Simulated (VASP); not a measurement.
# GaP (ordered beta-tin type) (I-4m2) in VASP: further runs

GaP (ordered beta-tin type) is run at these levels: PBE; tasks: single point, relaxation of cell and atoms.

All numbers are computed with VASP 6.6.1; they aren't measurements. Logs are shortened: lines on timing, memory, paths and dates and some standing lists are left out, and cuts for length are marked.

## (1) The cell of the first run

The structure is tetragonal, space group I-4m2 (No. 119). The conventional cell has a = 4.646 Å, b = 4.646 Å, c = 2.558 Å, α = 90.00°, β = 90.00°, γ = 90.00°. Within 3.2 Å of Ga (site symmetry -4m2) lie 8 P at 2.41 to 3.01 Å and 2 Ga at 2.56 Å. Within 3.2 Å of P (site symmetry -4m2) lie 8 Ga at 2.41 to 3.01 Å and 2 P at 2.56 Å.

## (2) Single point, PBE

The input, INCAR:

```
SYSTEM = GaP
PREC     = Accurate       ! precision mode
ENCUT    = 520            ! plane-wave cutoff, eV
EDIFF    = 1E-6           ! SCF threshold, eV
ISMEAR   = 0              ! smearing method
SIGMA    = 0.1            ! smearing width, eV
LREAL    = .FALSE.        ! projectors in reciprocal space
LASPH    = .TRUE.         ! aspherical terms in the spheres
NELM     = 80             ! most SCF steps
ALGO     = Normal         ! electronic algorithm
ISIF     = 2              ! what is computed and relaxed
LWAVE    = .FALSE.        ! write WAVECAR
LCHARG   = .FALSE.        ! write CHGCAR
GGA      = PE             ! functional
NBANDS   = 16             ! bands
```

The input, KPOINTS:

```
regular mesh
0
G
  16 16 16
  0 0 0
```

The input, POSCAR:

```
GaP
1.0
   -2.3231010493      2.3231010493      1.2790228611
    2.3231010493     -2.3231010493      1.2790228611
    2.3231010493      2.3231010493     -1.2790228611
Ga P
1 1
Direct
    0.0000000000      0.0000000000      0.0000000000
    0.7500000000      0.2500000000      0.5000000000
```

Potentials or basis: VASP PAW PBE potentials, release 64 (Ga_d, P).

Command:

```bash
> cat potpaw_PBE.64/Ga_d/POTCAR potpaw_PBE.64/P/POTCAR > POTCAR
> mpirun -np 1 vasp_std > vasp.out
```

OUTCAR:

```text
SYSTEM = GaP
   PREC = Accurate
   ENCUT = 520
   EDIFF = 1E-6
   ISMEAR = 0
   LREAL = .FALSE.
   LASPH = .TRUE.
   NELM = 80
   ISIF = 2
   GGA = PE

 ion  position               nearest neighbor table
   1  0.000  0.000  0.000-   2 2.41   2 2.41   2 2.41   2 2.41
   2  0.750  0.250  0.500-   1 2.41   1 2.41   1 2.41   1 2.41

  LATTYP: Found a body centered tetragonal cell.
 ALAT       =     4.6462020986
 C/A-ratio  =     0.5505670369

  Lattice vectors:

 A1 = (  -2.3231010493,   2.3231010493,   1.2790228611)
 A2 = (   2.3231010493,  -2.3231010493,   1.2790228611)
 A3 = (   2.3231010493,   2.3231010493,  -1.2790228611)

Analysis of symmetry for initial positions (statically):
=====================================================================
 Subroutine PRICEL returns:
 Original cell was already a primitive cell.

 Routine SETGRP: Setting up the symmetry group for a
 body centered tetragonal supercell.

 Subroutine GETGRP returns: Found  8 space group operations
 (whereof  8 operations were pure point group operations)
 out of a pool of 16 trial point group operations.

The static configuration has the point symmetry D_2d.

Analysis of symmetry for dynamics (positions and initial velocities):
=====================================================================
 Subroutine PRICEL returns:
 Original cell was already a primitive cell.

 Routine SETGRP: Setting up the symmetry group for a
 body centered tetragonal supercell.

 Subroutine GETGRP returns: Found  8 space group operations
 (whereof  8 operations were pure point group operations)
 out of a pool of 16 trial point group operations.

The dynamic configuration has the point symmetry D_2d.

 Subroutine INISYM returns: Found  8 space group operations
 (whereof  8 operations are pure point group operations),
 and found     1 'primitive' translations

----------------------------------------------------------------------------------------

                                     Primitive cell

  volume of cell :      27.6105

  direct lattice vectors                    reciprocal lattice vectors
    -2.323101049  2.323101049  1.279022861     0.000000000  0.215229553  0.390923427
     2.323101049 -2.323101049  1.279022861     0.215229553  0.000000000  0.390923427
     2.323101049  2.323101049 -1.279022861     0.215229553  0.215229553  0.000000000

  length of vectors
     3.525549099  3.525549099  3.525549099     0.446256525  0.446256525  0.304380553

  position of ions in fractional coordinates (direct lattice)
     0.000000000  0.000000000  0.000000000
     0.750000000  0.250000000  0.500000000

  ion indices of the primitive-cell ions
   primitive index   ion index
                 1           1
                 2           2

----------------------------------------------------------------------------------------

 KPOINTS: regular mesh

Automatic generation of k-mesh.
 Grid dimensions read from file:
 generate k-points for:   16   16   16

 Generating k-lattice:

  Cartesian coordinates                     Fractional coordinates (reciprocal lattice)
     0.000000000  0.013451847  0.024432714     0.062500000 -0.000000000  0.000000000
     0.013451847  0.000000000  0.024432714    -0.000000000  0.062500000  0.000000000
     0.013451847  0.013451847  0.000000000     0.000000000  0.000000000  0.062500000

  Length of vectors
     0.027891033  0.027891033  0.019023785

  Shift w.r.t. Gamma in fractional coordinates (k-lattice)
     0.000000000  0.000000000  0.000000000

 Subroutine IBZKPT returns following result:
 ===========================================

 Found    349 irreducible k-points:

 Following reciprocal coordinates:
            Coordinates               Weight
  0.000000  0.000000  0.000000      1.000000
  0.062500  0.000000  0.000000      8.000000
  0.125000  0.000000  0.000000      8.000000
  0.187500  0.000000  0.000000      8.000000
  0.250000  0.000000  0.000000      8.000000
  0.312500  0.000000 -0.000000      8.000000
[... 16 lines left out ...]
 -0.125000  0.062500  0.000000     16.000000
 -0.062500  0.062500  0.000000      4.000000
 [... further k-points ...]
   k-points           NKPTS =    349   k-points in BZ     NKDIM =    349   number of bands    NBANDS=     16
   number of dos      NEDOS =    301   number of ions     NIONS =      2
   total plane-waves  NPLWV =  21952
   dimension x,y,z NGX =    28 NGY =   28 NGZ =   28
   dimension x,y,z NGXF=    56 NGYF=   56 NGZF=   56
   ions per type =               1   1
   NGX,Y,Z   is equivalent  to a cutoff of  13.20, 13.20, 13.20 a.u.
   NGXF,Y,Z  is equivalent  to a cutoff of  26.41, 26.41, 26.41 a.u.
 SYSTEM =  GaP
   PREC   = accura    normal or accurate (medium, high low for compatibility)
   ISTART =      0    job   : 0-new  1-cont  2-samecut
   ICHARG =      2    charge: 1-file 2-atom 10-const
   ISPIN  =      1    spin polarized calculation?
   LNONCOLLINEAR =      F non collinear calculations
   LSORBIT =      F    spin-orbit coupling
   LASPH  =      T    aspherical Exc in radial PAW
   ENCUT  =  520.0 eV  38.22 Ry    6.18 a.u.   6.56  6.56  6.56*2*pi/ulx,y,z
   NELM   =     80;   NELMIN=  2; NELMDL= -5     # of ELM steps
   EDIFF  = 0.1E-05   stopping-criterion for ELM
   LREAL  =      F    real-space projection
   EDIFFG = 0.1E-04   stopping-criterion for IOM
   NSW    =      0    number of steps for IOM
   IBRION =     -1    ionic relax: 0-MD 1-quasi-New 2-CG
   NFREE  =      0    steps in history (QN), initial steepest desc. (CG)
   ISIF   =      2    stress and relaxation
   ISYM   =      2    0-nonsym 1-usesym 2-fastsym
   POTIM  = 0.5000    time-step for ionic-motion
   TEBEG  =    0.0;   TEEND  =   0.0 temperature during run
   PSTRESS=    0.0 pullay stress
   NELECT =      18.0000    total number of electrons
   NUPDOWN=      -1.0000    fix difference up-down
   EMIN   =  10.00;   EMAX   =-10.00  energy-range for DOS
   EFERMI =   0.00;   METHOD = LEGACY
   ISMEAR =     0;   SIGMA  =   0.10  broadening in eV -4-tet -1-fermi 0-gaus
   EFERMI_NEDOS =   21; number of points for ismear=-14 and -15
   IALGO  =     38    algorithm
   IMIX   =      4    mixing-type and parameters
     AMIX     =   0.40;   BMIX     =  1.00
     AMIX_MAG =   1.60;   BMIX_MAG =  1.00
  volume/ion in A,a.u.               =      13.81        93.16
  Fermi-wavevector in a.u.,A,eV,Ry     =   1.419518  2.682500 27.416157  2.015031
  Thomas-Fermi vector in A             =   2.540530
   LORBIT       =      0    0 simple, 1 ext, 2 COOP (PROOUT), +10 PAW based schemes
   GGA     = PE    functional components
   LHFCALC =     F    Hartree Fock is set to
   AEXX    =    0.0000 exact exchange contribution
   IVDW    =     0    specifies the selected vdW correction
   LEPSILON=     F    determine dielectric tensor
   LRPA    =     F    only Hartree local field effects (RPA)
 non-spin polarized calculation
 Gauss-broadening in eV      SIGMA  =   0.10
  energy-cutoff  :      520.00
  volume of cell :       27.61
 maximum number of plane-waves:       764
 NGX is ok and might be reduce to    28
   NGX = 13   NGY = 13   NGZ = 13

 number of electron      17.9999992 magnetization

 Free energy of the ion-electron system (eV)
  ---------------------------------------------------
  ext. energy  EPLUGINS =         0.00000000
  ---------------------------------------------------
  free energy    TOTEN  =        -7.80247601 eV

  energy without entropy =       -7.80022055  energy(sigma->0) =       -7.80134828

 E-fermi :   9.6591     XC(G=0): -12.0942

 val. band max:        9.6432959540   @ k =  -0.1875   0.3750   0.1250
 cond. band min:       9.6658349598   @ k =  -0.1875  -0.2500   0.1250
 fundamental gap:      0.0225390058
 Fermi energy:         9.6591027061

 k-point     1 :       0.0000    0.0000    0.0000
  band No.  band energies     occupation
      1      -6.1938      2.00000
      2      -5.8571      2.00000
      3      -5.6999      2.00000
      4      -5.6514      2.00000
      5      -5.4779      2.00000
      6      -5.4779      2.00000
[... 8 lines left out ...]
     15      20.5449      0.00000
     16      23.6991      0.00000

 k-point     2 :       0.0625    0.0000    0.0000
  band No.  band energies     occupation
      1      -6.1413      2.00000
      2      -5.7794      2.00000
      3      -5.6948      2.00000
      4      -5.6485      2.00000
      5      -5.4904      2.00000
      6      -5.4891      2.00000
[... 8 lines left out ...]
     15      21.4826      0.00000
     16      22.5659      0.00000

 k-point     3 :       0.1250    0.0000    0.0000
  band No.  band energies     occupation
      1      -6.0302      2.00000
      2      -5.6811      2.00000
      3      -5.6704      2.00000
      4      -5.5583      2.00000
      5      -5.5252      2.00000
      6      -5.4346      2.00000
[... 8 lines left out ...]
     15      20.8621      0.00000
     16      21.9597      0.00000

 k-point     4 :       0.1875    0.0000    0.0000
  band No.  band energies     occupation
      1      -5.9114      2.00000
      2      -5.6715      2.00000
      3      -5.6648      2.00000
      4      -5.5892      2.00000
      5      -5.5726      2.00000
      6      -4.9182      2.00000
[... 8 lines left out ...]
     15      19.9374      0.00000
     16      22.0773      0.00000
[... 324 lines left out ...]
 k-point    22 :      -0.1875    0.0625   -0.0000
  band No.  band energies     occupation
      1      -5.9993      2.00000
      2      -5.6824      2.00000
      3      -5.6751      2.00000
      4      -5.5599      2.00000
      5      -5.5238      2.00000
      6      -5.3124      2.00000
[... 8 lines left out ...]
     15      21.0953      0.00000
     16      22.1647      0.00000

 k-point    23 :      -0.1250    0.0625    0.0000
  band No.  band energies     occupation
      1      -6.0990      2.00000
      2      -5.7383      2.00000
      3      -5.6894      2.00000
      4      -5.6485      2.00000
      5      -5.4895      2.00000
      6      -5.4808      2.00000
[... 8 lines left out ...]
     15      21.8674      0.00000
     16      22.1135      0.00000

 k-point    24 :      -0.0625    0.0625    0.0000
  band No.  band energies     occupation
      1      -6.1648      2.00000
      2      -5.8384      2.00000
      3      -5.6972      2.00000
      4      -5.6548      2.00000
      5      -5.4770      2.00000
      6      -5.4768      2.00000
[... 8 lines left out ...]
     15      21.4038      0.00000
     16      23.6088      0.00000

 [... further k-points ...]

------------------------ aborting loop because EDIFF is reached ----------------------------------------

  FORCE on cell =-STRESS in cart. coord.  units (eV):
  Direction    XX          YY          ZZ          XY          YZ          ZX
  --------------------------------------------------------------------------------------
  -------------------------------------------------------------------------------------
  Total        4.1356979      4.1356979      4.1401698      0.0000000     -0.0000000      0.0000000
  in kB      239.9854399    239.9854399    240.2449307      0.0000000     -0.0000000      0.0000000
  external PRESSURE =     240.0719369 kB  Pullay stress =       0.0000000 kB

 VOLUME and BASIS-vectors are now :
 -----------------------------------------------------------------------------
  energy-cutoff  :      520.00
  volume of cell :       27.61
      direct lattice vectors                 reciprocal lattice vectors
    -2.323101049  2.323101049  1.279022861     0.000000000  0.215229553  0.390923427
     2.323101049 -2.323101049  1.279022861     0.215229553  0.000000000  0.390923427
     2.323101049  2.323101049 -1.279022861     0.215229553  0.215229553  0.000000000

 POSITION                                       TOTAL-FORCE (eV/Angst)
 -----------------------------------------------------------------------------------
      0.00000      0.00000      0.00000        -0.000000      0.000000      0.000000
      0.00000      2.32310      0.63951         0.000000     -0.000000     -0.000000
 -----------------------------------------------------------------------------------
    total drift:                                0.000001     -0.000001      0.000000

  FREE ENERGIE OF THE ION-ELECTRON SYSTEM (eV)
  ---------------------------------------------------
  free  energy   TOTEN  =        -7.8024760150 eV

  energy  without entropy=       -7.8002205454  energy(sigma->0) =       -7.80134828
```

It took 63 s on 1 thread of Intel Xeon 6975P-C (Granite Rapids), shared host; peak memory 0.28 GiB.

What came out:

* Free energy: -7.8025 eV
* Pressure: 24.0 GPa
* Band gap on the k mesh: zero (bands 9 and 10 overlap by 6.38 eV)

Levels at points of the mesh, in eV from the Fermi level:
```csv
k point,band 7,band 8,band 9,band 10,band 11,band 12
"(0.00, 0.00, 0.00)",-3.35,-3.35,-2.34,2.67,6.24,9.97
"(0.50, 0.00, 0.00)",-7.55,-2.83,-2.31,-1.33,1.94,4.84
"(0.50, 0.50, 0.00)",-10.80,-1.00,1.93,2.22,3.65,5.56
"(0.50, 0.50, 0.50)",-7.69,-7.69,-7.15,4.79,6.86,13.26
```

Caveat: the cell stands under pressure.

(Continued in part 2 of 2.)
